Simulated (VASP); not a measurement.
# AlNi (Pm-3m) in VASP: further runs, part 2 of 2

VASP 6.6.1.

### Step 4. Relaxation of cell and atoms, PBEsol, target pressure 1 GPa, at which the enthalpy is minimised

This run uses another cell than the first one, of 11.61 Å³/atom, 1.054 times its volume.

Input file INCAR:

```
SYSTEM = AlNi
  PREC = Accurate
  ENCUT = 600
  EDIFF = 1E-6
  ISMEAR = 0
  SIGMA = 0.1
  LREAL = .FALSE.
  LASPH = .TRUE.
  NELM = 80
  ALGO = Normal
  ISIF = 3
  LWAVE = .FALSE.
  LCHARG = .FALSE.
  GGA = PS
  IBRION = 2
  NSW = 70
  EDIFFG = -0.008
  PSTRESS = 10.0
```

Input file KPOINTS:

```
Automatic mesh
0
G
  14 14 14
  0 0 0
```

Input file POSCAR:

```
AlNi
1.0
    2.8530331086      0.0000000000      0.0000000000
    0.0000000000      2.8530331086      0.0000000000
    0.0000000000      0.0000000000      2.8530331086
Al Ni
1 1
Direct
    0.5000000000      0.5000000000      0.5000000000
    0.0000000000      0.0000000000      0.0000000000
```

Potentials or basis: VASP PAW PBE potentials, release 64 (Al, Ni).

On the command line:

```
$ cat potpaw_PBE.64/Al/POTCAR potpaw_PBE.64/Ni/POTCAR > POTCAR
$ mpirun -np 1 vasp_std > vasp.out
```

OUTCAR:

```text
SYSTEM = AlNi
   PREC = Accurate
   ENCUT = 600
   EDIFF = 1E-6
   ISMEAR = 0
   LREAL = .FALSE.
   LASPH = .TRUE.
   NELM = 80
   ISIF = 3
   GGA = PS
   IBRION = 2
   NSW = 70
   EDIFFG = -0.008
   PSTRESS = 10.0

 ion  position               nearest neighbor table
   1  0.500  0.500  0.500-   2 2.47   2 2.47   2 2.47   2 2.47   2 2.47   2 2.47   2 2.47   2 2.47

   2  0.000  0.000  0.000-   1 2.47   1 2.47   1 2.47   1 2.47   1 2.47   1 2.47   1 2.47   1 2.47

  LATTYP: Found a simple cubic cell.
 ALAT       =     2.8530331086

  Lattice vectors:

 A1 = (   2.8530331086,   0.0000000000,   0.0000000000)
 A2 = (   0.0000000000,   2.8530331086,   0.0000000000)
 A3 = (   0.0000000000,   0.0000000000,   2.8530331086)

Analysis of symmetry for initial positions (statically):
=====================================================================
 Subroutine PRICEL returns:
 Original cell was already a primitive cell.

[... 257 lines left out ...]
 E-fermi :  10.1968     XC(G=0): -12.2862

 val. band max:       10.1900108700   @ k =   0.3571   0.2143   0.0714
 cond. band min:      10.1986057861   @ k =   0.3571   0.1429   0.1429
 fundamental gap:      0.0085949161
 Fermi energy:        10.1968470864

 k-point     1 :       0.0000    0.0000    0.0000
  band No.  band energies     occupation
      1      -1.0873      2.00000
      2       6.8683      2.00000
      3       6.8683      2.00000
      4       8.6318      2.00000
      5       8.6318      2.00000
      6       8.6318      2.00000
      7      15.8270      0.00000
      8      15.8270      0.00000
      9      15.8270      0.00000
     10      18.4514      0.00000
[... 287 lines left out ...]
 k-point    24 :       0.3571    0.2143    0.0000
  band No.  band energies     occupation
      1       1.9979      2.00000
      2       5.8777      2.00000
      3       7.2686      2.00000
      4       7.8246      2.00000
      5       8.0843      2.00000
      6       8.4330      2.00000
      7      10.1252      1.68923
      8      14.0532      0.00000
      9      18.1586      0.00000
     10      19.5319      0.00000

 [... further k-points ...]
[... 5 lines left out ...]
  --------------------------------------------------------------------------------------
  -------------------------------------------------------------------------------------
  Total        0.1499647      0.1499647      0.1499647     -0.0000000      0.0000000     -0.0000000
  in kB       10.2985466     10.2985466     10.2985466     -0.0000000      0.0000000     -0.0000000
  external PRESSURE =       0.2985466 kB  Pullay stress =      10.0000000 kB
[... 21 lines left out ...]
  energy  without entropy=      -11.5814760150  energy(sigma->0) =      -11.58399678

  enthalpy is  TOTEN    =       -11.4409001830 eV   P V=        0.1456173617

 reached required accuracy - stopping structural energy minimisation
```

Wall time 51 s (1 thread of Intel Xeon Platinum 8375C at 2.90GHz (Ice Lake), shared host); peak memory 0.17 GiB.

What came out:

| Property | Result |
| --- | --- |
| Free energy | -11.5865 eV |
| Relaxed volume | 11.67 Å³/atom |
| Relaxed cell | a = 2.857 Å, b = 2.857 Å, c = 2.857 Å, α = 90.00°, β = 90.00°, γ = 90.00° |
| Space group after relaxing (to 0.05 Å) | Pm-3m (No. 221) |
| Energy change on relaxing (the enthalpy is what falls) | -0.5 meV/atom |
| Ionic steps | 3 |
| Pressure after relaxing | 1.0 GPa |

Step by step:
| step | energy change (eV) | largest force (eV/Å) | pressure (GPa) | volume (Å³) |
| --- | --- | --- | --- | --- |
| 1 | 0.0000 | 0.0000 | 1.83 | 23.22 |
| 2 | -0.0013 | 0.0000 | 0.29 | 23.43 |
| 3 | -0.0009 | 0.0000 | 1.03 | 23.33 |

Final structure:
```
CELL_PARAMETERS angstrom
2.85742 0.00000 0.00000
0.00000 2.85742 0.00000
0.00000 0.00000 2.85742
ATOMIC_POSITIONS crystal
Al 0.50000 0.50000 0.50000
Ni 0.00000 0.00000 0.00000
```

Caveat: the cell is relaxed towards a set pressure, so the enthalpy falls and the energy may rise; the PAW data sets were made with another functional, which shifts forces and pressure a little. Spin polarisation is off, so any magnetic state and its effect on volume and gap are missing.

### Step 5. Relaxation of cell and atoms, PBEsol, target pressure -1 GPa, at which the enthalpy is minimised

This run uses another cell than the first one, of 11.84 Å³/atom, 1.075 times its volume.

Input file INCAR:

```
SYSTEM = AlNi
PREC = Accurate
ENCUT = 600
EDIFF = 1E-6
ISMEAR = 0
SIGMA = 0.1
LREAL = .False.
LASPH = .True.
NELM = 80
ALGO = Normal
ISIF = 3
LWAVE = .False.
LCHARG = .False.
GGA = PS
IBRION = 2
NSW = 70
EDIFFG = -0.008
PSTRESS = -10.0
```

Input file KPOINTS:

```
regular mesh
0
Gamma
  14 14 14
  0 0 0
```

Input file POSCAR:

```
AlNi
1.0
    2.8717414538      0.0000000000      0.0000000000
    0.0000000000      2.8717414538      0.0000000000
    0.0000000000      0.0000000000      2.8717414538
Al Ni
1 1
Direct
    0.5000000000      0.5000000000      0.5000000000
    0.0000000000      0.0000000000      0.0000000000
```

Potentials or basis: VASP PAW PBE potentials, release 64 (Al, Ni).

On the command line:

```
$ cat potpaw_PBE.64/Al/POTCAR potpaw_PBE.64/Ni/POTCAR > POTCAR
$ mpirun -np 1 vasp_std > vasp.out
```

OUTCAR:

```text
SYSTEM = AlNi
   PREC = Accurate
   ENCUT = 600
   EDIFF = 1E-6
   ISMEAR = 0
   LREAL = .False.
   LASPH = .True.
   NELM = 80
   ISIF = 3
   GGA = PS
   IBRION = 2
   NSW = 70
   EDIFFG = -0.008
   PSTRESS = -10.0

 ion  position               nearest neighbor table
   1  0.500  0.500  0.500-   2 2.49   2 2.49   2 2.49   2 2.49   2 2.49   2 2.49   2 2.49   2 2.49

   2  0.000  0.000  0.000-   1 2.49   1 2.49   1 2.49   1 2.49   1 2.49   1 2.49   1 2.49   1 2.49

  LATTYP: Found a simple cubic cell.
 ALAT       =     2.8717414538

  Lattice vectors:

 A1 = (   2.8717414538,   0.0000000000,   0.0000000000)
 A2 = (   0.0000000000,   2.8717414538,   0.0000000000)
 A3 = (   0.0000000000,   0.0000000000,   2.8717414538)

Analysis of symmetry for initial positions (statically):
=====================================================================
 Subroutine PRICEL returns:
 Original cell was already a primitive cell.

 Routine SETGRP: Setting up the symmetry group for a
 simple cubic supercell.

 Subroutine GETGRP returns: Found 48 space group operations
 (whereof 48 operations were pure point group operations)
 out of a pool of 48 trial point group operations.

The static configuration has the point symmetry O_h .

Analysis of symmetry for dynamics (positions and initial velocities):
=====================================================================
 Subroutine PRICEL returns:
 Original cell was already a primitive cell.

 Routine SETGRP: Setting up the symmetry group for a
 simple cubic supercell.

 Subroutine GETGRP returns: Found 48 space group operations
 (whereof 48 operations were pure point group operations)
 out of a pool of 48 trial point group operations.

The dynamic configuration has the point symmetry O_h .

 Subroutine INISYM returns: Found 48 space group operations
 (whereof 48 operations are pure point group operations),
 and found     1 'primitive' translations

----------------------------------------------------------------------------------------

                                     Primitive cell

  volume of cell :      23.6830

  direct lattice vectors                    reciprocal lattice vectors
[... 97 lines left out ...]
   PSTRESS=  -10.0 pullay stress
   NELECT =      13.0000    total number of electrons
   NUPDOWN=      -1.0000    fix difference up-down
   EMIN   =  10.00;   EMAX   =-10.00  energy-range for DOS
   EFERMI =   0.00;   METHOD = LEGACY
   ISMEAR =     0;   SIGMA  =   0.10  broadening in eV -4-tet -1-fermi 0-gaus
   EFERMI_NEDOS =   21; number of points for ismear=-14 and -15
   IALGO  =     38    algorithm
   IMIX   =      4    mixing-type and parameters
     AMIX     =   0.40;   BMIX     =  1.00
     AMIX_MAG =   1.60;   BMIX_MAG =  1.00
  volume/ion in A,a.u.               =      11.84        79.91
  Fermi-wavevector in a.u.,A,eV,Ry     =   1.340429  2.533044 24.446281  1.796751
  Thomas-Fermi vector in A             =   2.468743
   LORBIT       =      0    0 simple, 1 ext, 2 COOP (PROOUT), +10 PAW based schemes
   GGA     = PS    functional components
   LHFCALC =     F    Hartree Fock is set to
   AEXX    =    0.0000 exact exchange contribution
   IVDW    =     0    specifies the selected vdW correction
   LEPSILON=     F    determine dielectric tensor
   LRPA    =     F    only Hartree local field effects (RPA)
 conjugate gradient relaxation of ions
 non-spin polarized calculation
 Gauss-broadening in eV      SIGMA  =   0.10
  energy-cutoff  :      600.00
  volume of cell :       23.68
 maximum number of plane-waves:       840
 NGX is ok and might be reduce to    24
   NGX = 11   NGY = 11   NGZ = 11

--------------------------------------- Ionic step        1  -------------------------------------------

 number of electron      13.0000014 magnetization

 Free energy of the ion-electron system (eV)
  ---------------------------------------------------
  ext. energy  EPLUGINS =         0.00000000
  ---------------------------------------------------
  free energy    TOTEN  =       -11.58601251 eV

  energy without entropy =      -11.58094981  energy(sigma->0) =      -11.58348116

 E-fermi :   9.9967     XC(G=0): -12.2129

 val. band max:        9.9934431969   @ k =   0.3571   0.1429   0.1429
 cond. band min:      10.0354548300   @ k =   0.3571   0.2857   0.0714
 fundamental gap:      0.0420116331
 Fermi energy:         9.9966710417

 k-point     1 :       0.0000    0.0000    0.0000
  band No.  band energies     occupation
      1      -1.1771      2.00000
      2       6.7418      2.00000
      3       6.7418      2.00000
      4       8.4630      2.00000
      5       8.4630      2.00000
      6       8.4630      2.00000
      7      15.5622      0.00000
      8      15.5622      0.00000
      9      15.5622      0.00000
     10      18.2020      0.00000
[... 374 lines left out ...]
--------------------------------------- Ionic step        3  -------------------------------------------

 number of electron      13.0000013 magnetization

 Free energy of the ion-electron system (eV)
  ---------------------------------------------------
  ext. energy  EPLUGINS =         0.00000000
  ---------------------------------------------------
  free energy    TOTEN  =       -11.58666956 eV

  energy without entropy =      -11.58161221  energy(sigma->0) =      -11.58414089

 E-fermi :  10.0430     XC(G=0): -12.2299

 val. band max:       10.0409039711   @ k =   0.3571   0.1429   0.1429
 cond. band min:      10.0794127844   @ k =   0.5000   0.5000   0.2857
 fundamental gap:      0.0385088132
 Fermi energy:        10.0429856389

 k-point     1 :       0.0000    0.0000    0.0000
  band No.  band energies     occupation
      1      -1.1563      2.00000
      2       6.7710      2.00000
      3       6.7710      2.00000
      4       8.5020      2.00000
      5       8.5020      2.00000
      6       8.5020      2.00000
      7      15.6236      0.00000
      8      15.6236      0.00000
      9      15.6236      0.00000
     10      18.2598      0.00000
[... 332 lines left out ...]
  energy  without entropy=      -11.5816122067  energy(sigma->0) =      -11.58414089

  enthalpy is  TOTEN    =       -11.7339720055 eV   P V=       -0.1473024419

 reached required accuracy - stopping structural energy minimisation
```

OSZICAR:

```text
N       E                     dE             d eps       ncg     rms          rms(c)
DAV:   1     0.425854115037E+02    0.42585E+02   -0.63176E+03  2408   0.155E+03
DAV:   2    -0.117127040820E+02   -0.54298E+02   -0.51700E+02  2412   0.219E+02
DAV:   3    -0.131944398678E+02   -0.14817E+01   -0.14647E+01  2816   0.462E+01
[... 20 lines left out ...]
DAV:   1    -0.115882746442E+02   -0.13255E-02   -0.20451E-02  2546   0.273E+00    0.367E-01
DAV:   2    -0.115900189895E+02   -0.17443E-02   -0.57890E-02  2678   0.417E+00    0.469E-01
DAV:   3    -0.115867129462E+02    0.33060E-02   -0.23314E-02  2680   0.267E+00    0.550E-02
DAV:   4    -0.115866696669E+02    0.43279E-04   -0.15030E-04  2494   0.143E-01    0.715E-03
DAV:   5    -0.115866695636E+02    0.10325E-06   -0.42544E-06  2312   0.281E-02
   3 F= -.11733972E+02 E0= -.11731443E+02  d E =-.142141E-03
```

It took 45 s on 1 thread of Intel Xeon Platinum 8375C at 2.90GHz (Ice Lake), shared host; peak memory 0.18 GiB.

What came out:

```yaml
Free_energy: -11.5867 eV
Relaxed_volume: 11.80 Å³/atom
Relaxed_cell: a = 2.868 Å, b = 2.868 Å, c = 2.868 Å, α = 90.00°, β = 90.00°, γ = 90.00°
Space_group_after_relaxing_to_0.05_Å: Pm-3m (No. 221)
Energy_change_on_relaxing_the_enthalpy_is_what_falls: -0.3 meV/atom
Ionic_steps: 3
Pressure_after_relaxing: -1.0 GPa
```

Step by step:
```csv
step,energy change (eV),largest force (eV/Å),pressure (GPa),volume (Å³)
1,0.0000,0.0000,-1.55,23.68
2,-0.0009,0.0000,-0.49,23.54
3,-0.0007,0.0000,-0.96,23.60
```

Final structure:
```
Al Ni
1.0
     2.86840    0.00000    0.00000
     0.00000    2.86840    0.00000
     0.00000    0.00000    2.86840
Al Ni
1 1
Direct
  0.50000 0.50000 0.50000
  0.00000 0.00000 0.00000
```

Caveat: the cell is relaxed towards a set pressure, so the enthalpy falls and the energy may rise; the PAW data sets were made with another functional, which shifts forces and pressure a little.

### Step 6. The runs side by side

| cell | gap on the mesh (eV) | pressure (GPa) |
| --- | --- | --- |
| relaxed to 12 GPa from a = 2.804 Å, 2 atoms | none | 12.0 |
| relaxed to 4 GPa from a = 2.841 Å, 2 atoms | none | 4.0 |
| relaxed to 1 GPa from a = 2.853 Å, 2 atoms | none | 1.0 |
| relaxed to -1 GPa from a = 2.872 Å, 2 atoms | none | -1.0 |

Alike in all rows: task relaxation of cell and atoms; level PBEsol; potentials or basis VASP PAW PBE potentials, release 64 (Al, Ni); no spin polarisation; k mesh 14 × 14 × 14; cutoff (eV) 600; smearing gaussian 0.1 eV.

Caveats: the cell is relaxed towards a set pressure, so the enthalpy falls and the energy may rise; the PAW data sets were made with another functional, which shifts forces and pressure a little.

Absolute energies hang on the potentials; compare differences alone.
